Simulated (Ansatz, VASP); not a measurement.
**Ge: VASP beside Ansatz**

```xyz
12
Lattice="5.6638 -3.4460 0.0000 5.6638 3.4460 0.0000 0.0000 0.0000 6.3124" Properties=species:S:1:pos:R:3 pbc="T T T"
Ge    5.6638    1.8841    0.4357
Ge    5.6638   -1.8841    3.5919
Ge    5.6638    1.8841    2.7206
Ge    5.6638   -1.8841    5.8768
Ge    3.6938   -1.0781    2.7352
Ge    7.6339    1.0781    5.8914
Ge    7.6339   -1.0781    0.4210
Ge    3.6938    1.0781    3.5772
Ge    7.6339    1.0781    3.5772
Ge    3.6938   -1.0781    0.4210
Ge    3.6938    1.0781    5.8914
Ge    7.6339   -1.0781    2.7352
```

Alike in both runs: task single point; functional PBE; k mesh 4 × 4 × 4; occupations gaussian, width 0.1 eV; no spin polarisation.

|  | VASP | Ansatz |
| --- | --- | --- |
| version | VASP 6.6.1 | Ansatz 0.2.0 |
| potentials or method | VASP PAW PBE potentials, release 64 (Ge_d), cutoff 520 eV | scalar-relativistic, plane waves, PAW |
| valence electrons in the cell | 168 | 168 |

VASP gave:

| Quantity | Value |
| --- | --- |
| gap on the k mesh at the Fermi level (eV) | none |
| pressure (GPa) | 18.2 |
| traceless stress, the component that is largest in VASP (GPa) | -5.45 |
| rms of the force components (eV/Å) | 0.781 |

What did Ansatz give for the same quantities?

gap on the k mesh at the Fermi level (eV): none; pressure (GPa): 18.3; traceless stress, the component that is largest in VASP (GPa): -5.47; rms of the force components (eV/Å): 0.782.

Atom by atom the forces differ by 0.002 eV/Å (rms over components). A gap of «none» marks a metal or a gap that the smearing closes.
